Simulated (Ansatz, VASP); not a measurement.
## One calculation of In2GeS2, two programs

```
In Ge S
1.0
     4.41705    0.00000    0.00000
    -2.20853    3.82528    0.00000
     0.00000    0.00000    6.72200
In Ge S
2 1 2
Direct
  0.33333 0.66667 0.26600
  0.33333 0.66667 0.73400
  0.00000 0.00000 0.50000
  0.66667 0.33333 0.00000
  0.00000 0.00000 0.00000
```

Change from the starting cell: species swapped into the La2Cu2I type (P-6m2, No. 187).

Alike in both runs: functional PBE; k mesh 6 × 6 × 2; occupations gaussian, width 0.1 eV; no spin polarisation.

Ansatz relaxed the structure, and its values are those at the end. VASP's run is a single point on that final structure, the one shown.

|  | VASP | Ansatz |
| --- | --- | --- |
| version | VASP 6.6.1 | Ansatz 0.2.0 |
| potentials or method | VASP PAW PBE potentials, release 64 (In_d, Ge_d, S), cutoff 520 eV | scalar-relativistic, plane waves, PAW |
| valence electrons in the cell | 52 | 52 |

```csv
,VASP,Ansatz,Ansatz less VASP
gap on the k mesh at the Fermi level (eV),none,none,-
pressure (GPa),0.0,0.0,+0.06
```

A gap of «none» marks a metal or a gap that the smearing closes.

The k mesh is coarse, so the values compare programs but aren't converged.
